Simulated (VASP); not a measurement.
# Co (P-3m1) in VASP: settings compared, part 2 of 2

VASP 6.6.1. The steps go on from the part before.

## Step 3: Relaxation of cell and atoms, PBEsol, collinear spin, ferromagnetic start, target pressure 30 GPa, at which the enthalpy is minimised

INCAR

```
SYSTEM = Co
  PREC = Accurate
  ENCUT = 600
  EDIFF = 1E-6
  ISMEAR = -1
  SIGMA = 0.05
  LREAL = .False.
  LASPH = .True.
  NELM = 150
  ALGO = Normal
  ISIF = 3
  LWAVE = .False.
  LCHARG = .False.
  ISPIN = 2
  MAGMOM = 2 2
  LORBIT = 11
  LMAXMIX = 4
  GGA = PS
  IBRION = 2
  NSW = 80
  EDIFFG = -0.02
  PSTRESS = 300.0
```

KPOINTS

```
regular mesh
0
Gamma
  12 12 7
  0 0 0
```

POSCAR

```
Co
1.0
    2.4873648738      0.0000000000      0.0000000000
   -1.2436824369      2.1541211692      0.0000000000
    0.0000000000      0.0000000000      4.0632895034
Co
2
Direct
    0.3333333333      0.6666666667      0.7401390000
    0.6666666667      0.3333333333      0.2598610000
```

Potentials or basis: VASP PAW PBE potentials, release 64 (Co).

Run with:

```console
cat potpaw_PBE.64/Co/POTCAR > POTCAR
mpirun -np 1 vasp_std > vasp.out
```

OUTCAR:

```text
SYSTEM = Co
   PREC = Accurate
   ENCUT = 600
   EDIFF = 1E-6
   ISMEAR = -1
   LREAL = .False.
   LASPH = .True.
   NELM = 150
   ISIF = 3
   ISPIN = 2
   LORBIT = 11
   GGA = PS
   IBRION = 2
   NSW = 80
   EDIFFG = -0.02
   PSTRESS = 300.0

 ion  position               nearest neighbor table
   1  0.333  0.667  0.740-   2 2.42   2 2.42   2 2.42   2 2.55   2 2.55   2 2.55
   2  0.667  0.333  0.260-   1 2.42   1 2.42   1 2.42   1 2.55   1 2.55   1 2.55

  LATTYP: Found a hexagonal cell.
 ALAT       =     2.4873648738
 C/A-ratio  =     1.6335719565

  Lattice vectors:

 A1 = (   2.4873648738,   0.0000000000,   0.0000000000)
 A2 = (  -1.2436824369,   2.1541211692,   0.0000000000)
 A3 = (   0.0000000000,   0.0000000000,   4.0632895034)

Analysis of symmetry for initial positions (statically):
=====================================================================
 Subroutine PRICEL returns:
 Original cell was already a primitive cell.

 Routine SETGRP: Setting up the symmetry group for a
 hexagonal supercell.

 Subroutine GETGRP returns: Found 12 space group operations
 (whereof 12 operations were pure point group operations)
 out of a pool of 24 trial point group operations.

The static configuration has the point symmetry D_3d.

Analysis of symmetry for dynamics (positions and initial velocities):
=====================================================================
 Subroutine PRICEL returns:
 Original cell was already a primitive cell.

 Routine SETGRP: Setting up the symmetry group for a
 hexagonal supercell.

 Subroutine GETGRP returns: Found 12 space group operations
 (whereof 12 operations were pure point group operations)
 out of a pool of 24 trial point group operations.

The dynamic configuration has the point symmetry D_3d.

Analysis of structural, dynamic, and magnetic symmetry:
=====================================================================
 Subroutine PRICEL returns:
 Original cell was already a primitive cell.

 Routine SETGRP: Setting up the symmetry group for a
 hexagonal supercell.

 Subroutine GETGRP returns: Found 12 space group operations
 (whereof 12 operations were pure point group operations)
[... 158 lines left out ...]
  Total       -1.2429383     -1.2429383     -1.6364466      0.0000000      0.0000000      0.0000000
  in kB      -91.4687519    -91.4687519   -120.4273226      0.0000000      0.0000000      0.0000000
  external PRESSURE =    -401.1216088 kB  Pullay stress =     300.0000000 kB
[... 99 lines left out ...]
  energy  without entropy=      -15.0511208456  energy(sigma->0) =      -15.07060786

  enthalpy is  TOTEN    =       -11.5524103207 eV   P V=        3.5376845506

[... ionic steps 4 to 7 ...]

--------------------------------------- Ionic step        8  -------------------------------------------

 number of electron      17.9999999 magnetization       0.0000950

------------------------ aborting loop because EDIFF is reached ----------------------------------------
[... 71 lines left out ...]
--------------------------------------- Ionic step       10  -------------------------------------------

 number of electron      17.9999998 magnetization      -0.0018699

 Free energy of the ion-electron system (eV)
  ---------------------------------------------------
  ext. energy  EPLUGINS =         0.00000000
  ---------------------------------------------------
  free energy    TOTEN  =       -15.01612853 eV

  energy without entropy =      -14.97948094  energy(sigma->0) =      -14.99780473

 E-fermi :  12.9762     XC(G=0): -14.7032

 val. band max:       12.9755256349   @ k =   0.1667   0.1667   0.4286
 cond. band min:      12.9761860000   @ k =   0.2500   0.1667   0.0000
 fundamental gap:      0.0006603651
 Fermi energy:        12.9761696868

 spin component 1

 k-point     1 :       0.0000    0.0000    0.0000
  band No.  band energies     occupation
      1       2.8339      1.00000
      2       7.1558      1.00000
      3      10.5864      1.00000
      4      10.6444      1.00000
      5      10.6444      1.00000
      6      11.0901      1.00000
      7      11.0901      1.00000
      8      11.5872      1.00000
      9      11.5872      1.00000
     10      12.6587      0.99826
     11      13.0846      0.10261
     12      13.0846      0.10261
     13      21.3669      0.00000
     14      36.2798      0.00000
[... 403 lines left out ...]
      4       9.9396      1.00000
      5      10.6458      1.00000
      6      11.0115      1.00000
      7      11.0874      1.00000
      8      11.4523      1.00000
      9      11.6577      1.00000
     10      11.7361      1.00000
     11      13.1841      0.01539
     12      15.5846      0.00000
     13      22.8498      0.00000
     14      31.7247      0.00000
     15      36.2105      0.00000

 [... further k-points ...]

 spin component 2

 k-point     1 :       0.0000    0.0000    0.0000
  band No.  band energies     occupation
      1       2.8338      1.00000
      2       7.1553      1.00000
      3      10.5855      1.00000
      4      10.6435      1.00000
      5      10.6435      1.00000
      6      11.0892      1.00000
      7      11.0892      1.00000
      8      11.5860      1.00000
      9      11.5860      1.00000
     10      12.6586      0.99826
     11      13.0834      0.10487
     12      13.0834      0.10487
     13      21.3664      0.00000
     14      36.2799      0.00000
[... 448 lines left out ...]
  energy  without entropy=      -14.9794809402  energy(sigma->0) =      -14.99780473

  enthalpy is  TOTEN    =       -11.6244673018 eV   P V=        3.3916612244

 reached required accuracy - stopping structural energy minimisation

 total charge

# of ion       s       p       d       tot
------------------------------------------
    1        0.570   0.703   7.414   8.686
    2        0.570   0.703   7.414   8.686
--------------------------------------------------
tot          1.139   1.405  14.827  17.372

 magnetization (x)

# of ion       s       p       d       tot
------------------------------------------
    1        0.000   0.000  -0.001  -0.001
    2        0.000   0.000  -0.001  -0.001
--------------------------------------------------
tot          0.000   0.000  -0.002  -0.002
```

OSZICAR:

```text
N       E                     dE             d eps       ncg     rms          rms(c)
DAV:   1     0.855984341749E+02    0.85598E+02   -0.94885E+03  6824   0.182E+03
DAV:   2    -0.154185211639E+02   -0.10102E+03   -0.93605E+02  6720   0.269E+02
DAV:   3    -0.178815298845E+02   -0.24630E+01   -0.23974E+01  7994   0.601E+01
[... 96 lines left out ...]
   9 F= -.11624468E+02 E0= -.11606140E+02  d E =-.121444E-02  mag=    -0.0011
       N       E                     dE             d eps       ncg     rms          rms(c)
DAV:   1    -0.150161318004E+02    0.47276E-03   -0.48014E-05  6804   0.133E-01    0.160E-02
DAV:   2    -0.150161289217E+02    0.28787E-05   -0.13805E-05  7882   0.814E-02    0.413E-03
DAV:   3    -0.150161285262E+02    0.39546E-06   -0.13176E-06  3568   0.249E-02
  10 F= -.11624467E+02 E0= -.11606144E+02  d E =-.121343E-02  mag=    -0.0028
```

CONTCAR:

```text
Co
   1.00000000000000
     2.3458084825488372    0.0000000000000000   -0.0000000000000000
    -1.1729042412744186    2.0315297383089326    0.0000000000000000
     0.0000000000000000   -0.0000000000000000    3.8008966206548527
  Co
     2
Direct
     0.3333333332999970    0.6666666667000030    0.7499013389041401
     0.6666666667000030    0.3333333332999970    0.2500986610958599

  0.00000000E+00  0.00000000E+00  0.00000000E+00
  0.00000000E+00  0.00000000E+00  0.00000000E+00
```

Wall time 12 min (1 thread of Oxide Virtual Turin-like, shared host); peak memory 0.17 GiB.

Results:

```yaml
Free_energy: -15.0161 eV
Relaxed_volume: 9.06 Å³/atom
Relaxed_cell: a = 2.346 Å, b = 2.346 Å, c = 3.801 Å, α = 90.00°, β = 90.00°, γ = 120.00°
Space_group_after_relaxing_to_0.1_Å: P6_3/mmc (No. 194)
Energy_change_on_relaxing_the_run_minimises_the_enthalpy: +200.3 meV/atom
Ionic_steps: 10
Pressure_after_relaxing: 30.1 GPa
Largest_force_after_relaxing: 0.013 eV/Å
Band_gap_on_the_k_mesh: zero (filled and empty bands overlap)
Net_moment: 0.00 μB per cell
Valence_electrons_inside_the_program's_atomic_spheres: Co 8.69
```

Forces in eV/Å, atoms in the order of the input:
```
Co   0.000  0.000  0.013
Co   0.000  0.000 -0.013
```

Step by step:
| step | energy change (eV) | largest force (eV/Å) | pressure (GPa) | volume (Å³) |
| --- | --- | --- | --- | --- |
| 1 | 0.0000 | 0.4293 | -10.11 | 21.77 |
| 2 | 2.7929 | 1.3467 | 200.40 | 14.26 |
| 3 | 0.3267 | 0.9161 | 15.05 | 18.89 |
| 4 | 0.3934 | 0.9892 | 25.88 | 18.34 |
| 5 | 0.4343 | 1.0203 | 31.23 | 18.10 |
| 6 | 0.4440 | 0.4921 | 34.41 | 17.93 |
| 7 | 0.4251 | 0.0361 | 32.97 | 17.99 |
| 8 | 0.3601 | 0.0278 | 24.75 | 18.35 |
| 9 | 0.4002 | 0.0120 | 29.92 | 18.12 |
| 10 | 0.4006 | 0.0129 | 30.06 | 18.11 |

Final structure:
```cif
data_structure
_symmetry_space_group_name_H-M 'P 1'
_symmetry_Int_Tables_number 1
_cell_length_a 2.3458
_cell_length_b 2.3458
_cell_length_c 3.8009
_cell_angle_alpha 90.000
_cell_angle_beta 90.000
_cell_angle_gamma 120.000
_cell_volume 18.11
loop_
_atom_site_label
_atom_site_type_symbol
_atom_site_fract_x
_atom_site_fract_y
_atom_site_fract_z
_atom_site_occupancy
Co1 Co 0.33333 0.66667 0.74990 1
Co2 Co 0.66667 0.33333 0.25010 1
```

Caveat: the cell is relaxed towards a set pressure, so the run minimises the enthalpy, not the energy; the volume moved by over 15 % at a fixed basis, so the end points are rough; the moments typed at the start vanished in this run; the PAW data sets were made with another functional, which shifts forces and pressure a little.

## Step 4: Single point, r2SCAN, collinear spin, ferromagnetic start (10.67 Å³/atom)

This run uses another cell than the first one, of 10.67 Å³/atom.

POSCAR

```
Co
1.0
    2.4706706468      0.0000000000      0.0000000000
   -1.2353353234      2.1396635445      0.0000000000
    0.0000000000      0.0000000000      4.0360182824
Co
2
Direct
    0.3333333333      0.6666666667      0.7401390000
    0.6666666667      0.3333333333      0.2598610000
```

INCAR.step1

```
PREC = Accurate
ENCUT = 660
ISMEAR = -1
SIGMA = 0.05
LREAL = False
LASPH = True
NELM = 200
ISPIN = 2
MAGMOM = 2 2
LMAXMIX = 4
NBANDS = 20
GGA = PE
ALGO = Normal
EDIFF = 1E-5
LWAVE = True
LCHARG = False
GGA_COMPAT = False
```

INCAR.step2

```
PREC = Accurate
ENCUT = 660
EDIFF = 1E-6
ISMEAR = -1
SIGMA = 0.05
LREAL = False
LASPH = True
NELM = 200
ALGO = Normal
ISIF = 2
LWAVE = False
LCHARG = False
ISPIN = 2
MAGMOM = 2 2
LORBIT = 11
LMAXMIX = 4
METAGGA = R2SCAN
LMIXTAU = True
NBANDS = 20
ISTART = 1
GGA_COMPAT = False
```

KPOINTS

```
Automatic mesh
0
Gamma
  12 12 7
```

Potentials or basis: VASP PAW PBE potentials, release 64 (Co).

Run with:

```console
cat potpaw_PBE.64/Co/POTCAR > POTCAR
cp INCAR.step1 INCAR
mpirun -np 1 vasp_std > vasp.out
cp INCAR.step2 INCAR
mpirun -np 1 vasp_std > vasp.out
```

OUTCAR:

```text
PREC = Accurate
   ENCUT = 660
   EDIFF = 1E-6
   ISMEAR = -1
   LREAL = False
   LASPH = True
   NELM = 200
   ISIF = 2
   ISPIN = 2
   LORBIT = 11
   METAGGA = R2SCAN
   ISTART = 1

 ion  position               nearest neighbor table
   1  0.333  0.667  0.740-   2 2.41   2 2.41   2 2.41   2 2.54   2 2.54   2 2.54
   2  0.667  0.333  0.260-   1 2.41   1 2.41   1 2.41   1 2.54   1 2.54   1 2.54

  LATTYP: Found a hexagonal cell.
 ALAT       =     2.4706706468
 C/A-ratio  =     1.6335719565

  Lattice vectors:

 A1 = (   2.4706706468,   0.0000000000,   0.0000000000)
 A2 = (  -1.2353353234,   2.1396635445,   0.0000000000)
 A3 = (   0.0000000000,   0.0000000000,   4.0360182824)

Analysis of symmetry for initial positions (statically):
=====================================================================
 Subroutine PRICEL returns:
 Original cell was already a primitive cell.

 Routine SETGRP: Setting up the symmetry group for a
 hexagonal supercell.

 Subroutine GETGRP returns: Found 12 space group operations
 (whereof 12 operations were pure point group operations)
 out of a pool of 24 trial point group operations.

The static configuration has the point symmetry D_3d.

Analysis of symmetry for dynamics (positions and initial velocities):
=====================================================================
 Subroutine PRICEL returns:
 Original cell was already a primitive cell.

 Routine SETGRP: Setting up the symmetry group for a
 hexagonal supercell.

 Subroutine GETGRP returns: Found 12 space group operations
 (whereof 12 operations were pure point group operations)
 out of a pool of 24 trial point group operations.

The dynamic configuration has the point symmetry D_3d.

Analysis of structural, dynamic, and magnetic symmetry:
=====================================================================
 Subroutine PRICEL returns:
 Original cell was already a primitive cell.

[... 141 lines left out ...]
 maximum number of plane-waves:       838
 NGX is ok and might be reduce to    24
   NGX = 11   NGY = 11   NGZ = 17

 number of electron      18.0000002 magnetization       3.5611192

 Free energy of the ion-electron system (eV)
  ---------------------------------------------------
  ext. energy  EPLUGINS =         0.00000000
  ---------------------------------------------------
  free energy    TOTEN  =       -26.42605402 eV

  energy without entropy =      -26.41729180  energy(sigma->0) =      -26.42167291

 E-fermi :  10.5926     XC(G=0): -14.7886

 val. band max:       10.5795731063   @ k =  -0.0833   0.2500   0.2857
 cond. band min:      10.6155371316   @ k =   0.2500   0.0000   0.4286
 fundamental gap:      0.0359640252
 Fermi energy:        10.5926474789

 spin component 1

 k-point     1 :       0.0000    0.0000    0.0000
  band No.  band energies     occupation
      1       1.1039      1.00000
      2       4.6826      1.00000
      3       7.1093      1.00000
      4       7.1299      1.00000
      5       7.1299      1.00000
      6       7.4632      1.00000
[... 541 lines left out ...]
     19      38.1456      0.00000
     20      39.1164      0.00000

 [... further k-points ...]

 spin component 2

 k-point     1 :       0.0000    0.0000    0.0000
  band No.  band energies     occupation
      1       0.5473      1.00000
      2       5.8599      1.00000
      3       9.3956      1.00000
      4       9.6594      1.00000
      5       9.6594      1.00000
      6       9.8424      1.00000
[... 541 lines left out ...]
     19      38.8523      0.00000
     20      39.8886      0.00000

 [... further k-points ...]
[... 5 lines left out ...]
  --------------------------------------------------------------------------------------
  -------------------------------------------------------------------------------------
  Total        0.0891339      0.0891339      0.2053115      0.0000000      0.0000000      0.0000000
  in kB        6.6932996      6.6932996     15.4173741      0.0000000      0.0000000      0.0000000
  external PRESSURE =       9.6013244 kB  Pullay stress =       0.0000000 kB

 VOLUME and BASIS-vectors are now :
 -----------------------------------------------------------------------------
  energy-cutoff  :      660.00
  volume of cell :       21.34
      direct lattice vectors                 reciprocal lattice vectors
     2.470670647  0.000000000  0.000000000     0.404748404  0.233681600  0.000000000
    -1.235335323  2.139663544  0.000000000     0.000000000  0.467363199  0.000000000
     0.000000000  0.000000000  4.036018282     0.000000000  0.000000000  0.247768947

 POSITION                                       TOTAL-FORCE (eV/Angst)
 -----------------------------------------------------------------------------------
     -0.00000      1.42644      2.98721        -0.000000      0.000000      0.254905
      1.23534      0.71322      1.04880         0.000000      0.000000     -0.254905
 -----------------------------------------------------------------------------------
    total drift:                                0.000000     -0.000000      0.000000

  FREE ENERGIE OF THE ION-ELECTRON SYSTEM (eV)
  ---------------------------------------------------
  free  energy   TOTEN  =       -26.4260540248 eV

  energy  without entropy=      -26.4172917989  energy(sigma->0) =      -26.42167291

 total charge

# of ion       s       p       d       tot
------------------------------------------
    1        0.521   0.582   7.232   8.334
    2        0.521   0.582   7.232   8.334
--------------------------------------------------
tot          1.042   1.164  14.463  16.669

 magnetization (x)

# of ion       s       p       d       tot
------------------------------------------
    1       -0.010  -0.081   1.929   1.839
    2       -0.010  -0.081   1.929   1.839
--------------------------------------------------
tot         -0.019  -0.163   3.859   3.677
```

OUTCAR.step1:

```text
PREC = Accurate
   ENCUT = 660
   ISMEAR = -1
   LREAL = False
   LASPH = True
[... 1347 lines left out ...]
     -0.00000      1.42644      2.98721        -0.000000     -0.000000      0.550244
      1.23534      0.71322      1.04880         0.000000      0.000000     -0.550244
 -----------------------------------------------------------------------------------
    total drift:                                0.000000     -0.000000      0.000000

  FREE ENERGIE OF THE ION-ELECTRON SYSTEM (eV)
  ---------------------------------------------------
  free  energy   TOTEN  =       -14.0469989717 eV

  energy  without entropy=      -14.0316549328  energy(sigma->0) =      -14.03932695
```

Wall time 9.2 min (1 thread of Oxide Virtual Turin-like, shared host); peak memory 0.22 GiB.

What came out:

| Quantity | Value |
| --- | --- |
| Free energy | -26.4261 eV |
| Pressure | 1.0 GPa |
| Largest force | 0.255 eV/Å |
| Net moment | 3.56 μB per cell |
| Site moments | Co +1.84 μB |
| Valence electrons inside the program's atomic spheres | Co 8.33 |

Forces on the atoms (eV/Å):
```
Co   0.000  0.000  0.255
Co   0.000  0.000 -0.255
```

Levels at points of the mesh, in eV from the Fermi level:
Spin up:
```tsv
k point	band 7	band 8	band 9	band 10	band 11	band 12	band 13	band 14	band 15	band 16
(0.00, 0.00, 0.00)	-3.13	-2.79	-2.79	-1.67	-1.67	-0.37	6.09	22.93	25.75	25.75
(0.50, 0.00, 0.00)	-2.98	-1.58	-1.50	-1.25	0.90	3.12	9.67	10.74	12.72	14.34
```
Spin down:
| k point | band 3 | band 4 | band 5 | band 6 | band 7 | band 8 | band 9 | band 10 | band 11 | band 12 |
| --- | --- | --- | --- | --- | --- | --- | --- | --- | --- | --- |
| (0.00, 0.00, 0.00) | -1.20 | -0.93 | -0.93 | -0.75 | -0.72 | -0.72 | 0.20 | 0.20 | 1.31 | 1.31 |
| (0.50, 0.00, 0.00) | -3.55 | -2.33 | -1.11 | -1.04 | -0.65 | 1.38 | 1.43 | 1.77 | 2.62 | 4.43 |

Caveat: the PAW data sets were made with another functional, which shifts forces and pressure a little.

The gap in the log of VASP goes by the Fermi energy; the results here count the filled bands.